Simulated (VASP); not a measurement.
# VSi (rocksalt type) (Fm-3m) in VASP: relaxation of cell and atoms with PBE

Aim: the relaxation of cell and atoms of VSi (rocksalt type) with PBE.

Program: VASP 6.6.1. These are calculated values, not measurements. Logs are shortened: lines on timing, memory, paths and dates and some standing lists are left out, and cuts for length are marked.

### Step 1. The cell of the first run

It takes space group Fm-3m (No. 225, cubic). The conventional cell has a = 4.863 Å, b = 4.863 Å, c = 4.863 Å, α = 90.00°, β = 90.00°, γ = 90.00°. Within 3.2 Å of V (site symmetry m-3m) lie 6 Si at 2.43 Å. Within 3.2 Å of Si (site symmetry m-3m) lie 6 V at 2.43 Å.

### Step 2. Relaxation of cell and atoms, PBE, collinear spin, ferromagnetic start

The input, INCAR:

```
ALGO = Normal
EDIFF = 1E-6
EDIFFG = -0.005
ENCUT = 600
GGA = PE
IBRION = 2
ISIF = 3
ISMEAR = -1
ISPIN = 2
LASPH = T
LCHARG = F
LMAXMIX = 4
LORBIT = 11
LREAL = F
LWAVE = F
MAGMOM = 1.5 0
NELM = 150
NSW = 100
PREC = Accurate
SIGMA = 0.03
```

The input, KPOINTS:

```
k-points
0
Gamma
  13 13 13
```

The input, POSCAR:

```
VSi
1.0
    0.0000000000      2.4315819533      2.4315819533
    2.4315819533      0.0000000000      2.4315819533
    2.4315819533      2.4315819533      0.0000000000
V Si
1 1
Direct
    0.0000000000      0.0000000000      0.0000000000
    0.5000000000      0.5000000000      0.5000000000
```

Potentials or basis: VASP PAW PBE potentials, release 64 (V_sv, Si).

On the command line:

```bash
$ cat potpaw_PBE.64/V_sv/POTCAR potpaw_PBE.64/Si/POTCAR > POTCAR
$ mpirun -np 1 vasp_std > vasp.out
```

OUTCAR:

```text
EDIFF = 1E-6
   EDIFFG = -0.005
   ENCUT = 600
   GGA = PE
   IBRION = 2
   ISIF = 3
   ISMEAR = -1
   ISPIN = 2
   LASPH = T
   LORBIT = 11
   LREAL = F
   NELM = 150
   NSW = 100
   PREC = Accurate

 ion  position               nearest neighbor table
   1  0.000  0.000  0.000-   2 2.43   2 2.43   2 2.43   2 2.43   2 2.43   2 2.43
   2  0.500  0.500  0.500-   1 2.43   1 2.43   1 2.43   1 2.43   1 2.43   1 2.43

  LATTYP: Found a face centered cubic cell.
 ALAT       =     4.8631639066

  Lattice vectors:

 A1 = (   0.0000000000,   2.4315819533,   2.4315819533)
 A2 = (   2.4315819533,   0.0000000000,   2.4315819533)
 A3 = (   2.4315819533,   2.4315819533,   0.0000000000)

Analysis of symmetry for initial positions (statically):
=====================================================================
 Subroutine PRICEL returns:
 Original cell was already a primitive cell.

 Routine SETGRP: Setting up the symmetry group for a
 face centered cubic supercell.

 Subroutine GETGRP returns: Found 48 space group operations
 (whereof 48 operations were pure point group operations)
 out of a pool of 48 trial point group operations.

The static configuration has the point symmetry O_h .

Analysis of symmetry for dynamics (positions and initial velocities):
=====================================================================
 Subroutine PRICEL returns:
 Original cell was already a primitive cell.

 Routine SETGRP: Setting up the symmetry group for a
 face centered cubic supercell.

 Subroutine GETGRP returns: Found 48 space group operations
 (whereof 48 operations were pure point group operations)
 out of a pool of 48 trial point group operations.

The dynamic configuration has the point symmetry O_h .

Analysis of structural, dynamic, and magnetic symmetry:
=====================================================================
 Subroutine PRICEL returns:
 Original cell was already a primitive cell.

 Routine SETGRP: Setting up the symmetry group for a
 face centered cubic supercell.

 Subroutine GETGRP returns: Found 48 space group operations
 (whereof 48 operations were pure point group operations)
 out of a pool of 48 trial point group operations.

The overall configuration has the point symmetry O_h .

 Subroutine INISYM returns: Found 48 space group operations
 (whereof 48 operations are pure point group operations),
 and found     1 'primitive' translations

----------------------------------------------------------------------------------------

                                     Primitive cell

  volume of cell :      28.7539

  direct lattice vectors                    reciprocal lattice vectors
     0.000000000  2.431581953  2.431581953    -0.205627451  0.205627451  0.205627451
     2.431581953  0.000000000  2.431581953     0.205627451 -0.205627451  0.205627451
     2.431581953  2.431581953  0.000000000     0.205627451  0.205627451 -0.205627451

  length of vectors
     3.438776176  3.438776176  3.438776176     0.356157193  0.356157193  0.356157193

  position of ions in fractional coordinates (direct lattice)
     0.000000000  0.000000000  0.000000000
     0.500000000  0.500000000  0.500000000

  ion indices of the primitive-cell ions
   primitive index   ion index
                 1           1
                 2           2

----------------------------------------------------------------------------------------

 KPOINTS: k-points

Automatic generation of k-mesh.
 Grid dimensions read from file:
 generate k-points for:   13   13   13

 Generating k-lattice:

  Cartesian coordinates                     Fractional coordinates (reciprocal lattice)
    -0.015817496  0.015817496  0.015817496     0.076923077  0.000000000  0.000000000
     0.015817496 -0.015817496  0.015817496     0.000000000  0.076923077  0.000000000
     0.015817496  0.015817496 -0.015817496     0.000000000  0.000000000  0.076923077

  Length of vectors
     0.027396707  0.027396707  0.027396707

  Shift w.r.t. Gamma in fractional coordinates (k-lattice)
     0.000000000  0.000000000  0.000000000

 Subroutine IBZKPT returns following result:
 ===========================================

 Found     84 irreducible k-points:

 Following reciprocal coordinates:
            Coordinates               Weight
  0.000000  0.000000  0.000000      1.000000
  0.076923  0.000000  0.000000      8.000000
  0.153846  0.000000  0.000000      8.000000
  0.230769  0.000000  0.000000      8.000000
  0.307692  0.000000  0.000000      8.000000
  0.384615  0.000000  0.000000      8.000000
[... 16 lines left out ...]
  0.384615  0.153846  0.000000     24.000000
  0.461538  0.153846  0.000000     24.000000
 [... further k-points ...]
   k-points           NKPTS =     84   k-points in BZ     NKDIM =     84   number of bands    NBANDS=     13
   number of dos      NEDOS =    301   number of ions     NIONS =      2
   total plane-waves  NPLWV =  21952
   dimension x,y,z NGX =    28 NGY =   28 NGZ =   28
   dimension x,y,z NGXF=    56 NGYF=   56 NGZF=   56
   ions per type =               1   1
   NGX,Y,Z   is equivalent  to a cutoff of  13.54, 13.54, 13.54 a.u.
   NGXF,Y,Z  is equivalent  to a cutoff of  27.07, 27.07, 27.07 a.u.
 SYSTEM =  unknown system
   PREC   = accura    normal or accurate (medium, high low for compatibility)
   ISTART =      0    job   : 0-new  1-cont  2-samecut
   ICHARG =      2    charge: 1-file 2-atom 10-const
   ISPIN  =      2    spin polarized calculation?
   LNONCOLLINEAR =      F non collinear calculations
   LSORBIT =      F    spin-orbit coupling
   LASPH  =      T    aspherical Exc in radial PAW
   ENCUT  =  600.0 eV  44.10 Ry    6.64 a.u.   6.87  6.87  6.87*2*pi/ulx,y,z
   NELM   =    150;   NELMIN=  2; NELMDL= -5     # of ELM steps
   EDIFF  = 0.1E-05   stopping-criterion for ELM
   LREAL  =      F    real-space projection
   EDIFFG = -.5E-02   stopping-criterion for IOM
   NSW    =    100    number of steps for IOM
   IBRION =      2    ionic relax: 0-MD 1-quasi-New 2-CG
   NFREE  =      1    steps in history (QN), initial steepest desc. (CG)
   ISIF   =      3    stress and relaxation
   ISYM   =      2    0-nonsym 1-usesym 2-fastsym
   POTIM  = 0.5000    time-step for ionic-motion
   TEBEG  =    0.0;   TEEND  =   0.0 temperature during run
   PSTRESS=    0.0 pullay stress
   NELECT =      17.0000    total number of electrons
   NUPDOWN=      -1.0000    fix difference up-down
   EMIN   =  10.00;   EMAX   =-10.00  energy-range for DOS
   EFERMI =   0.00;   METHOD = LEGACY
   ISMEAR =    -1;   SIGMA  =   0.03  broadening in eV -4-tet -1-fermi 0-gaus
   EFERMI_NEDOS =   21; number of points for ismear=-14 and -15
   IALGO  =     38    algorithm
   IMIX   =      4    mixing-type and parameters
     AMIX     =   0.40;   BMIX     =  1.00
     AMIX_MAG =   1.60;   BMIX_MAG =  1.00
  volume/ion in A,a.u.               =      14.38        97.02
  Fermi-wavevector in a.u.,A,eV,Ry     =   1.374017  2.596516 25.686762  1.887924
  Thomas-Fermi vector in A             =   2.499482
   LORBIT       =     11    0 simple, 1 ext, 2 COOP (PROOUT), +10 PAW based schemes
   GGA     = PE    functional components
   LHFCALC =     F    Hartree Fock is set to
   AEXX    =    0.0000 exact exchange contribution
   IVDW    =     0    specifies the selected vdW correction
   LEPSILON=     F    determine dielectric tensor
   LRPA    =     F    only Hartree local field effects (RPA)
 conjugate gradient relaxation of ions
 spin polarized calculation
  energy-cutoff  :      600.00
  volume of cell :       28.75
 maximum number of plane-waves:       974
   NGX = 13   NGY = 13   NGZ = 13

--------------------------------------- Ionic step        1  -------------------------------------------

 number of electron      16.9999997 magnetization       0.0020332

 Free energy of the ion-electron system (eV)
  ---------------------------------------------------
  ext. energy  EPLUGINS =         0.00000000
  ---------------------------------------------------
  free energy    TOTEN  =       -14.41895020 eV

  energy without entropy =      -14.41222765  energy(sigma->0) =      -14.41558893

------------------------ aborting loop because EDIFF is reached ----------------------------------------

  FORCE on cell =-STRESS in cart. coord.  units (eV):
  Direction    XX          YY          ZZ          XY          YZ          ZX
  --------------------------------------------------------------------------------------
  -------------------------------------------------------------------------------------
  Total        0.3877650      0.3877650      0.3877650      0.0000000      0.0000000     -0.0000000
  in kB       21.6064049     21.6064049     21.6064049      0.0000000      0.0000000     -0.0000000
  external PRESSURE =      21.6064049 kB  Pullay stress =       0.0000000 kB
[... 57 lines left out ...]
  energy  without entropy=      -14.4131974107  energy(sigma->0) =      -14.41660686

--------------------------------------- Ionic step        3  -------------------------------------------

 number of electron      16.9999994 magnetization       0.0000520

 Free energy of the ion-electron system (eV)
  ---------------------------------------------------
  ext. energy  EPLUGINS =         0.00000000
  ---------------------------------------------------
  free energy    TOTEN  =       -14.42197701 eV

  energy without entropy =      -14.41519403  energy(sigma->0) =      -14.41858552

 E-fermi :   9.4113     XC(G=0): -11.7019

 val. band max:        9.4047423193   @ k =   0.4615   0.2308   0.0000
 cond. band min:       9.4195235762   @ k =   0.3077   0.1538   0.0769
 fundamental gap:      0.0147812570
 Fermi energy:         9.4113362631

 spin component 1

 k-point     1 :       0.0000    0.0000    0.0000
  band No.  band energies     occupation
      1     -54.9899      1.00000
      2     -28.8378      1.00000
      3     -28.8378      1.00000
      4     -28.8378      1.00000
      5      -1.8014      1.00000
      6       8.4936      1.00000
      7       8.4936      1.00000
      8       8.4936      1.00000
      9       8.7856      1.00000
     10       8.7856      1.00000
     11      12.9638      0.00000
     12      12.9638      0.00000
     13      12.9638      0.00000
[... 353 lines left out ...]
 k-point    24 :       0.4615    0.1538    0.0000
  band No.  band energies     occupation
      1     -54.9822      1.00000
      2     -28.9094      1.00000
      3     -28.8576      1.00000
      4     -28.8534      1.00000
      5       1.2875      1.00000
      6       4.5716      1.00000
      7       6.6553      1.00000
      8       7.2999      1.00000
      9       9.6859      0.00011
     10      10.1189      0.00000
     11      10.9286      0.00000
     12      13.7917      0.00000
     13      14.3610      0.00000

 [... further k-points ...]

 spin component 2

 k-point     1 :       0.0000    0.0000    0.0000
  band No.  band energies     occupation
      1     -54.9898      1.00000
      2     -28.8377      1.00000
      3     -28.8377      1.00000
      4     -28.8377      1.00000
      5      -1.8014      1.00000
      6       8.4936      1.00000
      7       8.4936      1.00000
      8       8.4936      1.00000
      9       8.7856      1.00000
     10       8.7856      1.00000
     11      12.9638      0.00000
     12      12.9638      0.00000
     13      12.9638      0.00000
[... 397 lines left out ...]
  FREE ENERGIE OF THE ION-ELECTRON SYSTEM (eV)
  ---------------------------------------------------
  free  energy   TOTEN  =       -14.4219770057 eV

  energy  without entropy=      -14.4151940319  energy(sigma->0) =      -14.41858552

 reached required accuracy - stopping structural energy minimisation

 total charge

# of ion       s       p       d       tot
------------------------------------------
    1        2.224   6.184   3.206  11.614
    2        0.800   0.947   0.000   1.747
--------------------------------------------------
tot          3.024   7.130   3.206  13.361

 magnetization (x)

# of ion       s       p       d       tot
------------------------------------------
    1        0.000   0.000   0.000   0.000
    2       -0.000  -0.000   0.000  -0.000
--------------------------------------------------
tot         -0.000  -0.000   0.000   0.000
```

It took 70 s on 1 thread of Intel Xeon 6975P-C (Granite Rapids), shared host; peak memory 0.22 GiB.

What came out:

| Quantity | Value |
| --- | --- |
| Free energy | -14.4220 eV |
| Relaxed volume | 14.60 Å³/atom |
| Relaxed cell | a = 3.457 Å, b = 3.457 Å, c = 3.457 Å, α = 60.00°, β = 60.00°, γ = 60.00° |
| Space group after relaxing (to 0.1 Å) | Fm-3m (No. 225) |
| Energy gained by relaxing | 1.5 meV/atom |
| Ionic steps | 3 |
| Pressure after relaxing | 0.0 GPa |
| Net moment | 0.00 μB per cell |
| Valence electrons inside the program's atomic spheres | V 11.61; Si 1.75 |

The path:
| step | energy change (eV) | largest force (eV/Å) | pressure (GPa) | volume (Å³) |
| --- | --- | --- | --- | --- |
| 1 | 0.0000 | 0.0000 | 2.16 | 28.75 |
| 2 | -0.0011 | 0.0000 | -1.81 | 29.57 |
| 3 | -0.0030 | 0.0000 | -0.04 | 29.21 |

Final structure:
```
CELL_PARAMETERS angstrom
0.00000 2.44432 2.44432
2.44432 0.00000 2.44432
2.44432 2.44432 0.00000
ATOMIC_POSITIONS crystal
V 0.00000 0.00000 0.00000
Si 0.50000 0.50000 0.50000
```
